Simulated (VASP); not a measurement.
# Al8N5 (P1) in VASP: further runs

The runs below take Al8N5 through single point, relaxation of cell and atoms, with PBE.

Program: VASP 6.6.1. These are calculated values, not measurements. Logs are shortened: lines on timing, memory, paths and dates and some standing lists are left out, and cuts for length are marked.

## 1. The cell of the first run

The typed cell holds 13 atoms: a = 6.110 Å, b = 6.109 Å, c = 6.022 Å, α = 104.67°, β = 104.44°, γ = 120.30°.

## 2. Single point, PBE

INCAR

```
SYSTEM = Al8N5
ALGO = Normal ; EDIFF = 1E-7
ENCUT = 520 ; GGA = PE
ISIF = 2 ; ISMEAR = 0
ISYM = 0 ; LASPH = .True.
LCHARG = .False. ; LREAL = .False.
LWAVE = .False. ; NBANDS = 36
NELM = 80 ; PREC = Accurate
SIGMA = 0.1
```

KPOINTS

```
k-points
0
Gamma
  3 3 3
  0 0 0
```

POSCAR

```
Al8N5
1.0
    3.0417663733     -0.0070765197     -5.2992538958
    3.0403177296      0.0066088482      5.2983502327
   -3.0406370359     -5.1982762193     -0.0069413619
Al N
8 5
Direct
    0.3197369057      0.3485471645      0.1704847411
    0.8199545834      0.8487210590      0.1705227047
    0.3278611197      0.3409569727      0.6706766190
    0.8604722440      0.7667363871      0.6289797420
    0.9589661440      0.4248771833      0.3858488199
    0.4139190247      0.9258216314      0.3416639026
    0.8873321491      0.4028211932      0.8145660339
    0.4098252506      0.9252803471      0.8146011215
    0.6380236554      0.0256770810      0.1569726965
    0.1292587144      0.5169571119      0.1569446121
    0.2237255750      0.1050229533      0.3308726480
    0.7265979313      0.6068917947      0.8449799432
    0.2363445788      0.1165292939      0.8450816356
```

Potentials or basis: VASP PAW PBE potentials, release 64 (Al, N).

Command:

```sh
> cat potpaw_PBE.64/Al/POTCAR potpaw_PBE.64/N/POTCAR > POTCAR
> mpirun -np 1 vasp_std > vasp.out
```

OUTCAR:

```text
SYSTEM = Al8N5
   EDIFF = 1E-7
   ENCUT = 520
   GGA = PE
   ISIF = 2
   ISMEAR = 0
   ISYM = 0
   LASPH = .True.
   LREAL = .False.
   NELM = 80
   PREC = Accurate

 ion  position               nearest neighbor table
   1  0.320  0.349  0.170-  13 1.86  11 1.90  10 1.90   4 2.90   5 2.99   3 3.01   3 3.01   2 3.04
                             2 3.04   6 3.11   7 3.18   6 3.26   4 3.26   8 3.29
   2  0.820  0.849  0.171-  12 1.86  11 1.90   9 1.90   4 2.90   5 2.99   3 3.01   3 3.01   1 3.04
                             1 3.04   6 3.11   8 3.18   6 3.26   4 3.26   7 3.29
   3  0.328  0.341  0.671-  13 1.88  12 1.88  11 1.90   5 2.82   1 3.01   2 3.01   1 3.01   2 3.01
                             4 3.10   4 3.10   8 3.10   7 3.10   6 3.15   8 3.19   7 3.19
   4  0.860  0.767  0.629-  12 1.92  13 1.92   5 2.65   7 2.78   8 2.78   2 2.90   1 2.90   3 3.10
                             3 3.10   1 3.26   2 3.26
   5  0.959  0.425  0.386-  10 1.95   9 1.95   4 2.65   7 2.75   8 2.75   3 2.82   2 2.99   1 2.99
                             6 3.06   6 3.06   7 3.32   8 3.32
   6  0.414  0.926  0.342-   9 1.94  10 1.94  11 1.96   8 2.86   7 2.86   5 3.06   5 3.06   1 3.11
                             2 3.11   3 3.15   8 3.17   7 3.17   1 3.26   2 3.26
   7  0.887  0.403  0.815-  10 1.91  12 1.94   5 2.75   4 2.78   6 2.86   8 2.90   3 3.10   6 3.17
                             8 3.18   1 3.18   3 3.19   2 3.29   5 3.32
   8  0.410  0.925  0.815-   9 1.91  13 1.94   5 2.75   4 2.78   6 2.86   7 2.90   3 3.10   6 3.17
                             7 3.18   2 3.18   3 3.19   1 3.29   5 3.32
   9  0.638  0.026  0.157-   2 1.90   8 1.91   6 1.94   5 1.95
  10  0.129  0.517  0.157-   1 1.90   7 1.91   6 1.94   5 1.95
  11  0.224  0.105  0.331-   3 1.90   2 1.90   1 1.90   6 1.96
  12  0.727  0.607  0.845-   2 1.86   3 1.88   4 1.92   7 1.94
  13  0.236  0.117  0.845-   1 1.86   3 1.88   4 1.92   8 1.94

IMPORTANT INFORMATION: All symmetrisations will be switched off!
NOSYMM: (Re-)initialisation of all symmetry stuff for point group C_1.

----------------------------------------------------------------------------------------

                                     Primitive cell

  volume of cell :     167.5360

  direct lattice vectors                    reciprocal lattice vectors
     3.041766373 -0.007076520 -5.299253896     0.164395943 -0.096034607 -0.094214463
     3.040317730  0.006608848  5.298350233     0.164423962 -0.096303001  0.094507789
    -3.040637036 -5.198276219 -0.006941362    -0.000014755 -0.192363164  0.000248409

  length of vectors
     6.110195136  6.108689775  6.022258498     0.212426544  0.212699858  0.192363325

  position of ions in fractional coordinates (direct lattice)
     0.319736906  0.348547164  0.170484741
     0.819954583  0.848721059  0.170522705
     0.327861120  0.340956973  0.670676619
     0.860472244  0.766736387  0.628979742
     0.958966144  0.424877183  0.385848820
     0.413919025  0.925821631  0.341663903
     0.887332149  0.402821193  0.814566034
     0.409825251  0.925280347  0.814601121
     0.638023655  0.025677081  0.156972696
     0.129258714  0.516957112  0.156944612
     0.223725575  0.105022953  0.330872648
     0.726597931  0.606891795  0.844979943
     0.236344579  0.116529294  0.845081636

  ion indices of the primitive-cell ions
   primitive index   ion index
                 1           1
                 2           2
                 3           3
                 4           4
                 5           5
                 6           6
                 7           7
                 8           8
                 9           9
                10          10
                11          11
                12          12
                13          13

----------------------------------------------------------------------------------------

 KPOINTS: k-points

Automatic generation of k-mesh.
 Grid dimensions read from file:
 generate k-points for:    3    3    3

 Generating k-lattice:

  Cartesian coordinates                     Fractional coordinates (reciprocal lattice)
     0.054798648 -0.032011536 -0.031404821     0.333333333 -0.000000000  0.000000000
     0.054807987 -0.032101000  0.031502596     0.000000000  0.333333333 -0.000000000
    -0.000004918 -0.064121055  0.000082803     0.000000000 -0.000000000  0.333333333

  Length of vectors
     0.070808848  0.070899953  0.064121108

  Shift w.r.t. Gamma in fractional coordinates (k-lattice)
     0.000000000  0.000000000  0.000000000

 Subroutine IBZKPT returns following result:
 ===========================================

 Found     14 irreducible k-points:

 Following reciprocal coordinates:
            Coordinates               Weight
  0.000000  0.000000  0.000000      1.000000
  0.333333 -0.000000  0.000000      2.000000
 -0.000000  0.333333  0.000000      2.000000
  0.333333  0.333333  0.000000      2.000000
 -0.333333  0.333333  0.000000      2.000000
 -0.000000  0.000000  0.333333      2.000000
  0.333333 -0.000000  0.333333      2.000000
 -0.333333  0.000000  0.333333      2.000000
  0.000000  0.333333  0.333333      2.000000
  0.333333  0.333333  0.333333      2.000000
 -0.333333  0.333333  0.333333      2.000000
  0.000000 -0.333333  0.333333      2.000000
  0.333333 -0.333333  0.333333      2.000000
 -0.333333 -0.333333  0.333333      2.000000
   k-points           NKPTS =     14   k-points in BZ     NKDIM =     14   number of bands    NBANDS=     36
   number of dos      NEDOS =    301   number of ions     NIONS =     13
   total plane-waves  NPLWV = 110592
   dimension x,y,z NGX =    48 NGY =   48 NGZ =   48
   dimension x,y,z NGXF=    96 NGYF=   96 NGZF=   96
   ions per type =               8   5
   NGX,Y,Z   is equivalent  to a cutoff of  13.06, 13.06, 13.25 a.u.
   NGXF,Y,Z  is equivalent  to a cutoff of  26.12, 26.13, 26.50 a.u.
 SYSTEM =  Al8N5
   PREC   = accura    normal or accurate (medium, high low for compatibility)
   ISTART =      0    job   : 0-new  1-cont  2-samecut
   ICHARG =      2    charge: 1-file 2-atom 10-const
   ISPIN  =      1    spin polarized calculation?
   LNONCOLLINEAR =      F non collinear calculations
   LSORBIT =      F    spin-orbit coupling
   LASPH  =      T    aspherical Exc in radial PAW
   ENCUT  =  520.0 eV  38.22 Ry    6.18 a.u.  11.36 11.36 11.20*2*pi/ulx,y,z
   NELM   =     80;   NELMIN=  2; NELMDL= -5     # of ELM steps
   EDIFF  = 0.1E-06   stopping-criterion for ELM
   LREAL  =      F    real-space projection
   EDIFFG = 0.1E-05   stopping-criterion for IOM
   NSW    =      0    number of steps for IOM
   IBRION =     -1    ionic relax: 0-MD 1-quasi-New 2-CG
   NFREE  =      0    steps in history (QN), initial steepest desc. (CG)
   ISIF   =      2    stress and relaxation
   ISYM   =      0    0-nonsym 1-usesym 2-fastsym
   POTIM  = 0.5000    time-step for ionic-motion
   TEBEG  =    0.0;   TEEND  =   0.0 temperature during run
   PSTRESS=    0.0 pullay stress
   NELECT =      49.0000    total number of electrons
   NUPDOWN=      -1.0000    fix difference up-down
   EMIN   =  10.00;   EMAX   =-10.00  energy-range for DOS
   EFERMI =   0.00;   METHOD = LEGACY
   ISMEAR =     0;   SIGMA  =   0.10  broadening in eV -4-tet -1-fermi 0-gaus
   EFERMI_NEDOS =   21; number of points for ismear=-14 and -15
   IALGO  =     38    algorithm
   IMIX   =      4    mixing-type and parameters
     AMIX     =   0.40;   BMIX     =  1.00
     AMIX_MAG =   1.60;   BMIX_MAG =  1.00
  volume/ion in A,a.u.               =      12.89        86.97
  Fermi-wavevector in a.u.,A,eV,Ry     =   1.086686  2.053539 16.066940  1.180887
  Thomas-Fermi vector in A             =   2.222829
   LORBIT       =      0    0 simple, 1 ext, 2 COOP (PROOUT), +10 PAW based schemes
   GGA     = PE    functional components
   LHFCALC =     F    Hartree Fock is set to
   AEXX    =    0.0000 exact exchange contribution
   IVDW    =     0    specifies the selected vdW correction
   LEPSILON=     F    determine dielectric tensor
   LRPA    =     F    only Hartree local field effects (RPA)
 non-spin polarized calculation
 Gauss-broadening in eV      SIGMA  =   0.10
  energy-cutoff  :      520.00
  volume of cell :      167.54
 maximum number of plane-waves:      4519
 NGX is ok and might be reduce to    48
   NGX = 23   NGY = 23   NGZ = 23

 number of electron      49.0000002 magnetization

 Free energy of the ion-electron system (eV)
  ---------------------------------------------------
  ext. energy  EPLUGINS =         0.00000000
  ---------------------------------------------------
  free energy    TOTEN  =       -80.59915571 eV

  energy without entropy =      -80.58255489  energy(sigma->0) =      -80.59085530

 E-fermi :   7.7819     XC(G=0): -10.3254

 val. band max:        7.7492099886   @ k =   0.0000  -0.3333   0.3333
 cond. band min:       7.7933225480   @ k =  -0.3333   0.0000   0.3333
 fundamental gap:      0.0441125594
 Fermi energy:         7.7819329946

 k-point     1 :       0.0000    0.0000    0.0000
  band No.  band energies     occupation
      1      -9.3212      2.00000
      2      -8.0168      2.00000
      3      -7.6423      2.00000
      4      -7.6099      2.00000
      5      -7.5732      2.00000
      6      -0.6148      2.00000
[... 28 lines left out ...]
     35      12.6776      0.00000
     36      12.9384      0.00000

 k-point     2 :       0.3333   -0.0000    0.0000
  band No.  band energies     occupation
      1      -8.9911      2.00000
      2      -8.1381      2.00000
      3      -7.9428      2.00000
      4      -7.7206      2.00000
      5      -7.5783      2.00000
      6      -0.6021      2.00000
[... 28 lines left out ...]
     35      12.9359      0.00000
     36      13.2609      0.00000
[... 427 lines left out ...]
     35      13.2301      0.00000
     36      13.8122      0.00000

 k-point    14 :      -0.3333   -0.3333    0.3333
  band No.  band energies     occupation
      1      -8.5943      2.00000
      2      -8.3313      2.00000
      3      -8.2460      2.00000
      4      -7.8114      2.00000
      5      -7.4611      2.00000
      6      -1.0635      2.00000
[... 28 lines left out ...]
     35      13.0861      0.00000
     36      13.3750      0.00000

------------------------ aborting loop because EDIFF is reached ----------------------------------------

  FORCE on cell =-STRESS in cart. coord.  units (eV):
  Direction    XX          YY          ZZ          XY          YZ          ZX
  --------------------------------------------------------------------------------------
  -------------------------------------------------------------------------------------
  Total       -0.2232441     -0.2777447     -0.2045671      0.0127999     -0.0782711      0.0082930
  in kB       -2.1349237     -2.6561225     -1.9563124      0.1224075     -0.7485204      0.0793078
  external PRESSURE =      -2.2491195 kB  Pullay stress =       0.0000000 kB

 VOLUME and BASIS-vectors are now :
 -----------------------------------------------------------------------------
  energy-cutoff  :      520.00
  volume of cell :      167.54
      direct lattice vectors                 reciprocal lattice vectors
     3.041766373 -0.007076520 -5.299253896     0.164395943 -0.096034607 -0.094214463
     3.040317730  0.006608848  5.298350233     0.164423962 -0.096303001  0.094507789
    -3.040637036 -5.198276219 -0.006941362    -0.000014755 -0.192363164  0.000248409

 POSITION                                       TOTAL-FORCE (eV/Angst)
 -----------------------------------------------------------------------------------
      1.51388     -0.88619      0.15117        -0.001306     -0.001737     -0.001665
      4.55599     -0.88662      0.15049         0.000134      0.001544     -0.002646
     -0.00539     -3.48643      0.06443         0.000688     -0.002172     -0.003033
      3.03598     -3.27063     -0.50179        -0.000473     -0.002010     -0.008181
      3.03549     -2.00973     -2.83334         0.000818      0.010760     -0.006094
      3.03496     -1.77287      2.70949        -0.003734      0.020965      0.004201
      1.44696     -4.23796     -2.57356         0.003311     -0.008328      0.010903
      1.58283     -4.23131      2.72504        -0.003364     -0.007325      0.008325
      1.54149     -0.82033     -3.24609        -0.005132     -0.011421     -0.004055
      1.48768     -0.81334      2.05296         0.007545     -0.012119     -0.006407
     -0.00624     -1.72086     -0.63143         0.005327     -0.031431     -0.003976
      1.48601     -4.39357     -0.64077        -0.006935      0.019839      0.005281
     -1.49640     -4.39387     -0.64090         0.003121      0.023433      0.007346
 -----------------------------------------------------------------------------------
    total drift:                               -0.000003     -0.000376      0.000401

  FREE ENERGIE OF THE ION-ELECTRON SYSTEM (eV)
  ---------------------------------------------------
  free  energy   TOTEN  =       -80.5991557078 eV

  energy  without entropy=      -80.5825548903  energy(sigma->0) =      -80.59085530
```

It took 90 s on 1 thread of Intel Xeon Platinum 8375C at 2.90GHz (Ice Lake), shared host; peak memory 0.32 GiB.

What came out:

- Free energy: -80.5992 eV
- Pressure: -0.2 GPa
- Largest force: 0.032 eV/Å

Forces on the atoms (eV/Å):
```
Al  -0.001 -0.002 -0.002
Al   0.000  0.002 -0.003
Al   0.001 -0.002 -0.003
Al   0.000 -0.002 -0.008
Al   0.001  0.011 -0.006
Al  -0.004  0.021  0.004
Al   0.003 -0.008  0.011
Al  -0.003 -0.007  0.008
N   -0.005 -0.011 -0.004
N    0.008 -0.012 -0.006
N    0.005 -0.031 -0.004
N   -0.007  0.020  0.005
N    0.003  0.023  0.007
```

Caveat: the k points lie up to 0.45 Å⁻¹ apart.

## 3. Relaxation of cell and atoms, PBE

This run uses another cell than the first one, of 13.10 Å³/atom, 1.017 times its volume.

INCAR

```
ALGO = Normal
EDIFF = 1E-7
EDIFFG = -0.04
ENCUT = 600
GGA = PE
IBRION = 2
ISIF = 3
ISMEAR = 0
ISYM = 0
LASPH = True
LCHARG = False
LREAL = False
LWAVE = False
NELM = 100
NSW = 70
PREC = Accurate
SIGMA = 0.1
```

KPOINTS

```
k-points
0
Gamma
  3 3 3
```

POSCAR

```
Al8N5
1.0
    3.1302337030      0.0000000000     -5.0180132442
    3.1302337030      0.0000000000      5.0180132442
   -3.1302337030     -5.4217238131      0.0000000000
Al N
8 5
Direct
    0.3308648228      0.3341081016      0.1648687011
    0.8334475356      0.8326231858      0.1642146288
    0.3391412505      0.3340197268      0.6657068993
    0.8303878753      0.8359514680      0.6632581112
    0.9113223840      0.4098657737      0.3302408053
    0.4130302488      0.9108457243      0.3344191064
    0.9156446163      0.4133617423      0.8305319592
    0.4157731544      0.9102493307      0.8326904309
    0.6513215812      0.0286626077      0.1743559367
    0.1443820508      0.5281201524      0.1667567153
    0.2282349831      0.1062184178      0.3402896461
    0.7189128748      0.6040186432      0.8327493340
    0.2195544985      0.1067952988      0.8321129458
```

Potentials or basis: VASP PAW PBE potentials, release 64 (Al, N).

Command:

```sh
> cat potpaw_PBE.64/Al/POTCAR potpaw_PBE.64/N/POTCAR > POTCAR
> mpirun -np 1 vasp_std > vasp.out
```

Wall time 26 min (1 thread of Intel Xeon Platinum 8375C at 2.90GHz (Ice Lake), shared host); peak memory 0.37 GiB.

It converged, with:

```yaml
Free_energy: -80.6104 eV
Relaxed_volume: 12.86 Å³/atom
Relaxed_cell: a = 6.107 Å, b = 6.107 Å, c = 6.016 Å, α = 104.70°, β = 104.41°, γ = 120.32°
Space_group_after_relaxing_to_0.05_Å: Cm (No. 8)
Energy_gained_by_relaxing: 71.7 meV/atom
Ionic_steps: 30
Pressure_after_relaxing: 0.0 GPa
Largest_force_after_relaxing: 0.035 eV/Å
```

Forces in eV/Å, atoms in the order of the input:
```
Al   0.001  0.004 -0.016
Al   0.002 -0.004 -0.007
Al   0.009  0.019  0.025
Al   0.008  0.026  0.000
Al   0.008 -0.033  0.009
Al  -0.014 -0.020 -0.002
Al   0.013 -0.001 -0.013
Al  -0.011 -0.001 -0.009
N   -0.004 -0.001 -0.014
N    0.007 -0.014  0.003
N    0.000  0.005 -0.012
N   -0.016  0.012  0.021
N   -0.003  0.008  0.015
```

Stress tensor (GPa, compression positive):
```
 0.01  0.03  0.00
 0.03  0.08 -0.06
 0.00 -0.06 -0.01
```

Step by step:
| step | energy change (eV) | largest force (eV/Å) | pressure (GPa) | volume (Å³) |
| --- | --- | --- | --- | --- |
| 1 | 0.0000 | 1.5195 | -1.01 | 170.32 |
| 2 | -0.3888 | 0.7470 | -2.18 | 168.28 |
| 3 | -0.3910 | 0.7857 | -2.21 | 168.11 |
| 4 | -0.5482 | 0.6167 | 0.46 | 163.04 |
| 5 | -0.5538 | 0.5928 | 1.11 | 161.96 |
| 6 | -0.6174 | 0.5297 | 0.09 | 162.88 |
| 7 | -0.6265 | 0.5798 | -0.39 | 163.38 |
| 8 | -0.6775 | 0.5876 | -0.14 | 163.40 |
| 9 | -0.7077 | 0.6047 | 0.28 | 163.42 |
| 10 | -0.7520 | 0.5307 | 0.10 | 163.97 |
| 11 | -0.7597 | 0.4772 | 0.04 | 164.33 |
| 12 | -0.7953 | 0.3783 | 0.02 | 164.78 |
| 13 | -0.8271 | 0.4332 | 0.04 | 165.64 |
| 14 | -0.8641 | 0.2901 | -0.11 | 166.04 |
| 15 | -0.8683 | 0.4055 | -0.15 | 166.23 |
| 16 | -0.8901 | 0.2691 | -0.07 | 166.13 |
| 17 | -0.8937 | 0.2506 | -0.01 | 166.07 |
| 18 | -0.9088 | 0.2255 | 0.26 | 165.97 |
| 19 | -0.9089 | 0.2247 | 0.29 | 165.96 |
| 20 | -0.9193 | 0.1205 | -0.13 | 166.66 |
| 21 | -0.9195 | 0.1594 | -0.20 | 166.77 |
| 22 | -0.9253 | 0.1066 | 0.08 | 166.58 |
| 23 | -0.9256 | 0.1093 | 0.18 | 166.52 |
| 24 | -0.9283 | 0.0918 | -0.15 | 166.90 |
| 25 | -0.9283 | 0.0856 | -0.14 | 166.88 |
| 26 | -0.9307 | 0.0713 | 0.12 | 166.75 |
| 27 | -0.9309 | 0.0803 | 0.21 | 166.70 |
| 28 | -0.9320 | 0.0538 | -0.14 | 167.25 |
| 29 | -0.9320 | 0.0483 | -0.10 | 167.20 |
| 30 | -0.9327 | 0.0352 | 0.03 | 167.15 |

Final structure:
```
Al N
1.0
     3.03813   -0.00793   -5.29749
     3.03879    0.00724    5.29720
    -3.03848   -5.19211   -0.00924
Al N
8 5
Cartesian
  1.5144 -0.8887 0.1517
  4.5502 -0.8888 0.1512
  -0.0062 -3.4879 0.0626
  3.0322 -3.2702 -0.5038
  3.0320 -2.0020 -2.8321
  3.0336 -1.7645 2.7123
  1.4433 -4.2299 -2.5753
  1.5830 -4.2221 2.7217
  1.5396 -0.8173 -3.2449
  1.4874 -0.8093 2.0518
  -0.0061 -1.7233 -0.6288
  1.4847 -4.3915 -0.6453
  -1.4960 -4.3911 -0.6450
```

Levels at points of the mesh, in eV from the Fermi level:
```
           k point  band 20  band 21  band 22  band 23  band 24  band 25  band 26  band 27  band 28  band 29
(0.00, 0.00, 0.00)    -3.29    -3.28    -3.17    -3.02    -0.61    -0.32     1.70     1.80     2.18     2.79
```

Caveat: the k points lie up to 0.45 Å⁻¹ apart in the final cell.
